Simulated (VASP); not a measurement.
# Ba in VASP: a series of runs, part 2 of 2

VASP 6.6.1.

## Step 4: Single point, LDA (strain -0.040 along x and y, -0.080 along z)

INCAR

```
SYSTEM = Ba
PREC = Accurate
ENCUT = 520
EDIFF = 1E-7
ISMEAR = 0
SIGMA = 0.15
LREAL = .FALSE.
LASPH = .TRUE.
NELM = 80
ALGO = Fast
ISIF = 2
LWAVE = .FALSE.
LCHARG = .FALSE.
NBANDS = 11
```

KPOINTS

```
Automatic mesh
0
G
  14 14 14
  0 0 0
```

POSCAR

```
Ba
1.0
   -2.4000000000      2.4000000000      2.3000000000
    2.4000000000     -2.4000000000      2.3000000000
    2.4000000000      2.4000000000     -2.3000000000
Ba
1
Direct
    0.0000000000      0.0000000000      0.0000000000
```

Potentials or basis: VASP PAW LDA potentials, release 64 (Ba_sv).

Started as:

```sh
$ cat potpaw_LDA.64/Ba_sv/POTCAR > POTCAR
$ mpirun -np 1 vasp_std > vasp.out
```

OUTCAR:

```text
SYSTEM = Ba
   PREC = Accurate
   ENCUT = 520
   EDIFF = 1E-7
   ISMEAR = 0
   LREAL = .FALSE.
   LASPH = .TRUE.
   NELM = 80
   ISIF = 2

 ion  position               nearest neighbor table
   1  0.000  0.000  0.000-

  LATTYP: Found a body centered tetragonal cell.
 ALAT       =     4.8000000000
 C/A-ratio  =     0.9583333333

  Lattice vectors:

 A1 = (  -2.4000000000,   2.4000000000,   2.3000000000)
 A2 = (   2.4000000000,  -2.4000000000,   2.3000000000)
 A3 = (   2.4000000000,   2.4000000000,  -2.3000000000)

Analysis of symmetry for initial positions (statically):
=====================================================================
 Subroutine PRICEL returns:
 Original cell was already a primitive cell.

 Routine SETGRP: Setting up the symmetry group for a
 body centered tetragonal supercell.

 Subroutine GETGRP returns: Found 16 space group operations
 (whereof 16 operations were pure point group operations)
 out of a pool of 16 trial point group operations.

The static configuration has the point symmetry D_4h.

Analysis of symmetry for dynamics (positions and initial velocities):
[... 167 lines left out ...]
      1     -26.5221      2.00000
      2     -11.3456      2.00000
      3     -11.3456      2.00000
      4     -11.3424      2.00000
      5      -0.7705      2.00000
      6       3.7814      0.00000
      7       4.0960      0.00000
      8       4.0960      0.00000
      9       5.4572      0.00000
     10       5.9249      0.00000
     11       9.4007      0.00000
[... 309 lines left out ...]
 k-point    24 :       0.2857    0.1429    0.0000
  band No.  band energies     occupation
      1     -26.4396      2.00000
      2     -12.0004      2.00000
      3     -11.5898      2.00000
      4     -11.4145      2.00000
      5       1.2606      2.00000
      6       2.7125      0.00000
      7       3.1489      0.00000
      8       5.3780      0.00000
      9       6.5634      0.00000
     10       7.0367      0.00000
     11       9.5728      0.00000

 [... further k-points ...]

------------------------ aborting loop because EDIFF is reached ----------------------------------------

  FORCE on cell =-STRESS in cart. coord.  units (eV):
  Direction    XX          YY          ZZ          XY          YZ          ZX
  --------------------------------------------------------------------------------------
  -------------------------------------------------------------------------------------
  Total        0.0603559      0.0603559      0.1488489      0.0000000      0.0000000      0.0000000
  in kB        1.8248200      1.8248200      4.5003452      0.0000000      0.0000000      0.0000000
  external PRESSURE =       2.7166617 kB  Pullay stress =       0.0000000 kB

 VOLUME and BASIS-vectors are now :
 -----------------------------------------------------------------------------
  energy-cutoff  :      520.00
  volume of cell :       52.99
      direct lattice vectors                 reciprocal lattice vectors
    -2.400000000  2.400000000  2.300000000     0.000000000  0.208333333  0.217391304
     2.400000000 -2.400000000  2.300000000     0.208333333  0.000000000  0.217391304
     2.400000000  2.400000000 -2.300000000     0.208333333  0.208333333  0.000000000

 POSITION                                       TOTAL-FORCE (eV/Angst)
 -----------------------------------------------------------------------------------
      0.00000      0.00000      0.00000         0.000000      0.000000      0.000000
 -----------------------------------------------------------------------------------
    total drift:                               -0.000000     -0.000000      0.000000

  FREE ENERGIE OF THE ION-ELECTRON SYSTEM (eV)
  ---------------------------------------------------
  free  energy   TOTEN  =        -2.2541830266 eV

  energy  without entropy=       -2.2409899824  energy(sigma->0) =       -2.24758650
```

Run time: 3.2 min. Hardware: 1 thread of Intel Xeon 8259CL, shared host; peak memory 0.25 GiB.

Results:

* Free energy: -2.2542 eV
* Pressure: 0.3 GPa
* Band gap on the k mesh: zero (bands 5 and 6 overlap by 1.33 eV)

Stress tensor (GPa, compression positive):
```
0.18 0.00 0.00
0.00 0.18 0.00
0.00 0.00 0.45
```

Caveat: the cell differs from its parent crystal (strain -0.040 along x and y, -0.080 along z); spin-orbit coupling is left out, which moves the levels of the heavy elements.

## Step 5: Single point, LDA (strain -0.040 along x and y, +0.000 along z)

INCAR

```
SYSTEM = Ba
PREC     = Accurate       ! precision mode
ENCUT    = 520            ! plane-wave cutoff, eV
EDIFF    = 1E-6           ! SCF threshold, eV
ISMEAR   = 0              ! smearing method
SIGMA    = 0.15           ! smearing width, eV
LREAL    = .FALSE.        ! projectors in reciprocal space
LASPH    = .TRUE.         ! aspherical terms in the spheres
NELM     = 80             ! most SCF steps
ALGO     = Fast           ! electronic algorithm
ISIF     = 2              ! what is computed and relaxed
LWAVE    = .FALSE.        ! write WAVECAR
LCHARG   = .FALSE.        ! write CHGCAR
NBANDS   = 11             ! bands
```

KPOINTS is that of step 4.

POSCAR

```
Ba
1.0
   -2.4000000000      2.4000000000      2.5000000000
    2.4000000000     -2.4000000000      2.5000000000
    2.4000000000      2.4000000000     -2.5000000000
Ba
1
Direct
    0.0000000000      0.0000000000      0.0000000000
```

Started as:

```sh
$ cat potpaw_LDA.64/Ba_sv/POTCAR > POTCAR
$ mpirun -np 1 vasp_std > vasp.out
```

Run time: 2.1 min. Hardware: 1 thread of Intel Xeon 8259CL, shared host; peak memory 0.27 GiB.

The run converged. Its results:

* Free energy: -2.2495 eV
* Pressure: -0.6 GPa
* Band gap on the k mesh: zero (bands 5 and 6 overlap by 1.13 eV)

Stress tensor (GPa, compression positive):
```
-0.52  0.00  0.00
 0.00 -0.52  0.00
 0.00  0.00 -0.70
```

Levels at points of the mesh, in eV from the Fermi level:
| k point | band 3 | band 4 | band 5 | band 6 | band 7 | band 8 |
| --- | --- | --- | --- | --- | --- | --- |
| (0.00, 0.00, 0.00) | -13.57 | -13.57 | -2.79 | 1.78 | 1.78 | 2.04 |
| (0.50, 0.00, 0.00) | -13.76 | -13.57 | -0.97 | 0.72 | 1.57 | 3.24 |
| (0.50, 0.50, 0.00) | -13.78 | -13.59 | -0.96 | 0.45 | 1.71 | 3.66 |
| (0.50, 0.50, 0.50) | -13.98 | -13.98 | -0.70 | -0.62 | 4.52 | 4.98 |

Caveat: the cell differs from its parent crystal (strain -0.040 along x and y, +0.000 along z); spin-orbit coupling is left out, which moves the levels of the heavy elements.

## Step 6: Summary

| cell | gap on the mesh (eV) | pressure (GPa) |
| --- | --- | --- |
| a = 3.984 Å, angles 109.5°, 1 atom | none | 1.3 |
| a = 4.677 Å, angles 109.5°, 1 atom | none | -2.2 |
| a = 4.100 Å, angles 108.3, 108.3, 111.8°, 1 atom | none | 0.3 |
| a = 4.215 Å, angles 110.6, 110.6, 107.3°, 1 atom | none | -0.6 |

Alike in all rows: task single point; level LDA; potentials or basis VASP PAW LDA potentials, release 64 (Ba_sv); no spin polarisation; k mesh 14 × 14 × 14; cutoff (eV) 520; smearing gaussian 0.15 eV.

Caveats: spin-orbit coupling is left out, which moves the levels of the heavy elements.

Total energies depend on the potentials used, so only differences within one code and one set of settings carry meaning.
